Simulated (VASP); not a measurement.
Input of a VASP 6.6.1 run:

File INCAR:

```
ALGO = Normal
EDIFF = 1E-7
ENCUT = 520
GGA = PE
ISIF = 2
ISMEAR = 0
LASPH = T
LCHARG = F
LREAL = Auto
LWAVE = F
NBANDS = 366
NELECT = 648.0
NELM = 80
PREC = Accurate
SIGMA = 0.02
```

KPOINTS

```
k-points
0
Gamma
  1 1 1
```

POSCAR

```
Zn36HO36
1.0
    9.8384282163      0.0000000000      0.0000000000
   -4.9192141082      8.5203287686      0.0000000000
    0.0000000000      0.0000000000     10.5875275223
Zn O H
36 36 1
Direct
    0.1051808899      0.2283979941      0.2528893544
    0.1096471945      0.2241167039      0.7453939537
    0.1106250714      0.5470942644      0.2499960443
    0.1100559454      0.5543648758      0.7522097093
    0.0729146715      0.8124959949      0.2794812097
    0.1111344995      0.8889356509      0.7501338706
    0.4565504302      0.2283979941      0.2528893544
    0.4478028355      0.2241167039      0.7453939537
    0.4454550836      0.5575768411      0.2507495725
    0.4449622035      0.5565910810      0.7497025140
    0.4449180791      0.8885605480      0.2518958269
    0.4464735143      0.8899231715      0.7528324232
    0.7767321818      0.2201310596      0.2500489368
    0.7780264981      0.2227196921      0.7504717209
    0.7698025190      0.5470942644      0.2499960443
    0.7776422565      0.5543648758      0.7522097093
    0.7769757949      0.8885605480      0.2518958269
    0.7767829833      0.8899231715      0.7528324232
    0.2220627648      0.1107922036      0.5007629958
    0.2275534567      0.1217735874      0.9770880858
    0.2229080231      0.4447093654      0.5004329848
    0.2235845465      0.4475421200      0.9977091420
    0.2270654214      0.7743419508      0.5086517120
    0.2221763265      0.7799082853      0.9991457380
    0.5563242930      0.1102354176      0.5007142592
    0.5564534113      0.1121727842      0.9992092089
    0.5551346683      0.4447093654      0.5004329848
    0.5572908995      0.4475421200      0.9977091420
    0.5553708539      0.7774083818      0.5014403022
    0.5559465946      0.7785598631      1.0009874333
    0.8872445303      0.1102354176      0.5007142592
    0.8890526769      0.1121727842      0.9992092089
    0.8884674829      0.4436016617      0.5010827116
    0.8888929946      0.4444526852      1.0002910479
    0.8806098554      0.7743419508      0.5086517120
    0.8910652848      0.7799082853      0.9991457380
    0.2355424677      0.1377516093      0.1752450698
    0.2225220781      0.1117108302      0.6897255270
    0.2243479365      0.4445887128      0.1874008824
    0.2228890054      0.4464769029      0.6883819650
    0.2206169790      0.7750080049      0.1906062578
    0.2231831553      0.7777940476      0.6946677574
    0.5543369782      0.1097133720      0.1890116456
    0.5563173040      0.1104808307      0.6888047266
    0.5535741024      0.4445887128      0.1874008824
    0.5569212235      0.4464769029      0.6883819650
    0.5559987052      0.7786640845      0.1901831184
    0.5560126718      0.7786920177      0.6900039678
    0.8887096979      0.1097133720      0.1890116456
    0.8874968307      0.1104808307      0.6888047266
    0.8884835034      0.4436337027      0.1902476282
    0.8890463924      0.4447594809      0.6896000964
    0.8877243519      0.7750080049      0.1906062578
    0.8879442184      0.7777940476      0.6946677574
    0.1109055069      0.2209702291      0.4390998739
    0.1094069980      0.2267156647      0.9348443231
    0.1109640387      0.5558810145      0.4387253766
    0.1110392506      0.5578057055      0.9410582385
    0.1080150189      0.8826966898      0.4499173192
    0.1137411477      0.8941489474      0.9411898084
    0.4433980482      0.2209702291      0.4390998739
    0.4506419927      0.2267156647      0.9348443231
    0.4443771322      0.5554209384      0.4390984571
    0.4452444109      0.5571554959      0.9387679020
    0.4438360070      0.8881578640      0.4400978406
    0.4444290699      0.8896263520      0.9418239508
    0.7777267444      0.2221201847      0.4385700996
    0.7782294245      0.2231255450      0.9396376991
    0.7782503019      0.5558810145      0.4387253766
    0.7800997809      0.5578057055      0.9410582385
    0.7776551830      0.8881578640      0.4400978406
    0.7785306081      0.8896263520      0.9418239508
    0.1790289207      0.0247245154      0.1866215692
```

Potentials or basis: VASP PAW PBE potentials, release 64 (Zn, O, H).

Launch:

```console
$ cat potpaw_PBE.64/Zn/POTCAR potpaw_PBE.64/O/POTCAR potpaw_PBE.64/H/POTCAR > POTCAR
$ mpirun -np 1 vasp_gam > vasp.out
```

**Question.** What does it give for the largest force?

**Answer.** 0.137 eV/Å.

Forces in eV/Å, atoms in the order of the input:
```
Zn   0.020 -0.010 -0.007
Zn   0.005 -0.003 -0.001
Zn  -0.006  0.004 -0.001
Zn   0.001 -0.003  0.001
Zn   0.000  0.001 -0.003
Zn   0.000  0.002  0.003
Zn  -0.020 -0.010 -0.007
Zn  -0.005 -0.003 -0.001
Zn   0.000 -0.003 -0.004
Zn   0.000 -0.002  0.000
Zn  -0.002  0.000 -0.007
Zn   0.001  0.000  0.002
Zn   0.000  0.000 -0.005
Zn   0.000  0.000  0.000
Zn   0.006  0.004 -0.001
Zn  -0.001 -0.003  0.001
Zn   0.002  0.000 -0.007
Zn  -0.001  0.000  0.002
Zn   0.000 -0.006 -0.006
Zn   0.000 -0.003  0.014
Zn  -0.001 -0.003 -0.007
Zn   0.000 -0.002  0.004
Zn  -0.001 -0.002 -0.007
Zn  -0.001  0.000  0.006
Zn  -0.002  0.003 -0.005
Zn  -0.003  0.002  0.002
Zn   0.001 -0.003 -0.007
Zn   0.000 -0.002  0.004
Zn   0.000 -0.003 -0.003
Zn   0.000 -0.002 -0.003
Zn   0.002  0.003 -0.005
Zn   0.003  0.002  0.002
Zn   0.000 -0.001 -0.002
Zn   0.000 -0.001  0.000
Zn   0.001 -0.002 -0.007
Zn   0.001  0.000  0.006
O    0.000  0.102 -0.007
O    0.000  0.001  0.007
O    0.018  0.006 -0.014
O   -0.003  0.007  0.003
O    0.034  0.007 -0.027
O    0.000  0.000  0.016
O    0.005 -0.008 -0.009
O    0.005 -0.002  0.003
O   -0.018  0.006 -0.014
O    0.003  0.007  0.003
O    0.000  0.000 -0.003
O    0.000  0.001  0.001
O   -0.005 -0.008 -0.009
O   -0.005 -0.002  0.003
O    0.000  0.001 -0.002
O    0.000  0.000  0.000
O   -0.034  0.007 -0.027
O    0.000  0.000  0.016
O   -0.002 -0.002  0.010
O   -0.018  0.006  0.001
O   -0.002  0.002  0.002
O   -0.002  0.003  0.004
O    0.000  0.031  0.045
O    0.000 -0.002  0.007
O    0.002 -0.002  0.010
O    0.018  0.006  0.001
O    0.000  0.003  0.003
O    0.000  0.004  0.001
O    0.000  0.001 -0.001
O    0.001 -0.002  0.002
O    0.000  0.004  0.002
O    0.000  0.004 -0.001
O    0.002  0.002  0.002
O    0.002  0.003  0.004
O    0.000  0.001 -0.001
O   -0.001 -0.002  0.002
H    0.000 -0.137  0.013
```

Caveat: the k points lie up to 0.74 Å⁻¹ apart; the cell carries a net charge on a neutralising background, which shifts energy and pressure.
